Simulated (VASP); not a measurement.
# As: single point with PBE

Crystal: As.

```
As
1.0
     2.66714    0.00000    0.00000
     0.00000    2.66714    0.00000
     0.00000    0.00000    2.66714
As
1
Direct
  0.50000 0.50000 0.50000
```

```json
{
  "Program": "VASP 6.6.1",
  "Task": "single point",
  "Functional": "PBE",
  "Potentials or basis": "VASP PAW PBE potentials, release 64 (As)",
  "Cutoff": "520 eV",
  "k mesh": "9 × 9 × 9",
  "Occupations": "methfessel-paxton, width 0.15 eV",
  "Spin": "no spin polarisation",
  "Dipole correction": "no",
  "Further INCAR settings": "ALGO = Normal; EDIFF = 1e-06; NBANDS = 8"
}
```

| Item | Value |
| --- | --- |
| Pressure | 5.9 GPa |

Levels at points of the mesh, in eV from the Fermi level:
| k point | band 1 | band 2 | band 3 | band 4 | band 5 | band 6 |
| --- | --- | --- | --- | --- | --- | --- |
| (0.00, 0.00, 0.00) | -15.63 | 4.04 | 4.04 | 4.04 | 8.26 | 8.26 |

Wall time 5.1 s on 1 thread of Intel(R) Xeon(R) Platinum 8488C (Sapphire Rapids), with other jobs on the host, peak memory 0.12 GiB.
